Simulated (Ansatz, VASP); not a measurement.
**Pt in VASP and in Ansatz**

INCAR

```
SYSTEM = Pt
PREC = Accurate ; ENCUT = 520
EDIFF = 1E-6 ; ISMEAR = 0
SIGMA = 0.15 ; LREAL = .FALSE.
LASPH = .TRUE. ; NELM = 80
ALGO = Fast ; ISIF = 2
LWAVE = .FALSE. ; LCHARG = .FALSE.
GGA = CA ; NBANDS = 11
```

The input KPOINTS:

```
regular mesh
0
G
  20 20 20
  0 0 0
```

Contents of POSCAR:

```
Pt
1.0
   -0.2920150933      1.7618243960      1.7618243960
    1.7618243960     -0.2920150933      1.7618243960
    1.7618243960      1.7618243960     -0.2920150933
Pt
1
Direct
    0.0000000000      0.0000000000      0.0000000000
```

Input for Ansatz:

```yaml
crystal:
  lattice:
    - [-0.2920150933, 1.761824396, 1.761824396]
    - [1.761824396, -0.2920150933, 1.761824396]
    - [1.761824396, 1.761824396, -0.2920150933]
  atoms:
    - { symbol: Pt, position: [0.0, 0.0, 0.0] }
basis:
  ecutwfc: 420
kpoints:
  mp_grid: { grid: [20, 20, 20] }
hamiltonian:
  xc: lda
  pseudopotentials: { kind: paw, azcp: { folder: soft_1 } }
scf:
  occupations: { method: gaussian, width: 0.15 }
output:
  forces: true
  stress: true
  eigenvalues: true
  write_density: true
  write_potential: true
  elf: true
  volumetric_format: npy
```

Change from the starting cell: equal engineering shear yz, xz and xy -0.1500, equal normal strain along x, y and z -0.0200.

Alike in both runs: task single point; functional LDA; k mesh 20 × 20 × 20; occupations gaussian, width 0.15 eV; no spin polarisation.

```csv
,VASP,Ansatz
version,VASP 6.6.1,Ansatz 0.2.0
potentials or method,"VASP PAW LDA potentials, release 64 (Pt), cutoff 520 eV","scalar-relativistic, plane waves, PAW"
valence electrons in the cell,10,18
```

Ansatz gave:

* gap on the k mesh at the Fermi level (eV): none
* pressure (GPa): 50.2
* traceless stress, the component that is largest in VASP (GPa): 19.18

Question: Estimate VASP's values.

Answer: gap on the k mesh at the Fermi level (eV): none; pressure (GPa): 51.7; traceless stress, the component that is largest in VASP (GPa): 19.35.

Ansatz warns that its potentials were made for another functional, while VASP's fit it. LDA's correlation is that of Perdew and Zunger in VASP and of Perdew and Wang (1992) in Ansatz. A gap of «none» marks a metal or a gap that the smearing closes. Both programs put the cell under a high pressure, so it lies far from rest at this level. VASP's potentials hold 10 valence electrons a cell and Ansatz's 18, so a difference there can come from the potentials and not from the codes.

Neither program's run includes spin-orbit coupling.
